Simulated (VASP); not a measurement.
Crystal: Ni.

```
Ni
1.0
     2.40569    0.00000    0.00000
    -1.20285    2.08339    0.00000
     0.00000    0.00000    2.26135
Ni
1
Cartesian
  0.0000 0.0000 0.0000
```

- Program: VASP 6.6.1
- Task: relaxation of cell and atoms
- Functional: PBE
- Potentials or basis: VASP PAW PBE potentials, release 64 (Ni)
- Cutoff: 600 eV
- k mesh: 18 × 18 × 17
- Occupations: fermi-dirac, width 0.1 eV
- Spin: collinear spin, ferromagnetic start
- Starting moments: [1.0] μB

At the start: pressure 7.3 GPa; volume 11.33 Å³/atom.

How do energy, volume and symmetry change on relaxing?

Over 8 steps the energy falls by 21.8 meV/atom and the volume is 11.83 Å³/atom (+4.4 %); space group P6/mmm (No. 191, to 0.05 Å); moment 0.47 μB per cell.

Step by step:
```tsv
step	energy change (eV)	largest force (eV/Å)	pressure (GPa)	volume (Å³)
1	0.0000	0.0000	7.29	11.33
2	-0.0162	0.0000	-3.89	12.19
3	-0.0215	0.0000	-0.64	11.88
4	-0.0215	0.0000	-0.79	11.89
5	-0.0217	0.0000	0.26	11.82
6	-0.0218	0.0000	-0.08	11.84
7	-0.0218	0.0000	-0.09	11.84
8	-0.0218	0.0000	0.01	11.83
```

Final structure:
```
Ni
1.0
     2.41238    0.00000    0.00000
    -1.20619    2.08918    0.00000
     0.00000    0.00000    2.34827
Ni
1
Direct
  0.00000 0.00000 0.00000
```
